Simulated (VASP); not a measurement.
Write the native input for VASP 6.6.1 that does the following.

```
Task                   : relaxation of cell and atoms
Functional             : r2SCAN
Dispersion             : rVV10
Potentials or basis    : VASP PAW PBE potentials, release 64 (As, Ga_d)
Cutoff                 : 600 eV
k mesh                 : 8 × 8 × 8
Occupations            : fermi-dirac, width 0.05 eV
Spin                   : no spin polarisation
Dipole correction      : no
Further INCAR settings : ALGO = Normal; EDIFF = 1e-06; IBRION = 2; EDIFFG = -0.01; NSW = 60; ISIF = 3
```

Crystal: GaAs.

```
As Ga
1.0
     0.00000    2.82685    2.82685
     2.82685    0.00000    2.82685
     2.82685    2.82685    0.00000
As Ga
1 1
Direct
  0.75000 0.75000 0.75000
  0.00000 0.00000 0.00000
```

The input as run:

POSCAR

```
GaAs
1.0
    0.0000000000      2.8268500000      2.8268500000
    2.8268500000      0.0000000000      2.8268500000
    2.8268500000      2.8268500000      0.0000000000
As Ga
1 1
Direct
    0.7500000000      0.7500000000      0.7500000000
    0.0000000000      0.0000000000      0.0000000000
```

INCAR.step1

```
SYSTEM = GaAs
ALGO = Normal
EDIFF = 1E-4
ENCUT = 600
GGA = PE
ISMEAR = -1
LASPH = .True.
LCHARG = .False.
LREAL = .False.
LWAVE = .True.
NELM = 100
PREC = Accurate
SIGMA = 0.05
```

INCAR.step2

```
SYSTEM = GaAs
ALGO = Normal
BPARAM = 11.95
CPARAM = 0.0093
EDIFF = 1E-6
EDIFFG = -0.01
ENCUT = 600
IBRION = 2
ISIF = 3
ISMEAR = -1
ISTART = 1
IVDW_NL = 2
LASPH = .True.
LCHARG = .False.
LMIXTAU = .True.
LREAL = .False.
LUSE_VDW = .True.
LWAVE = .False.
METAGGA = R2SCAN
NELM = 100
NSW = 60
PREC = Accurate
SIGMA = 0.05
```

KPOINTS

```
k-points
0
Gamma
  8 8 8
  0 0 0
```

Potentials or basis: VASP PAW PBE potentials, release 64 (As, Ga_d).

Launch:

```sh
$ cat potpaw_PBE.64/As/POTCAR potpaw_PBE.64/Ga_d/POTCAR > POTCAR
$ cp INCAR.step1 INCAR
$ mpirun -np 1 vasp_std > vasp.out
$ cp INCAR.step2 INCAR
$ mpirun -np 1 vasp_std > vasp.out
```

It gave:

```
Relaxed volume                         : 22.54 Å³/atom
Relaxed cell                           : a = 3.995 Å, b = 3.995 Å, c = 3.995 Å, α = 60.00°, β = 60.00°, γ = 60.00°
Space group after relaxing (to 0.05 Å) : F-43m (No. 216)
Energy gained by relaxing              : 0.0 meV/atom
Ionic steps                            : 3
Pressure after relaxing                : 0.0 GPa
Band gap on the k mesh                 : 1.00 eV, direct
```

Caveat: the PAW data sets were made with another functional, which shifts forces and pressure a little.

Run time: 3.1 min on 1 thread of Intel Xeon 6975P-C (shared host), peak memory 0.33 GiB.
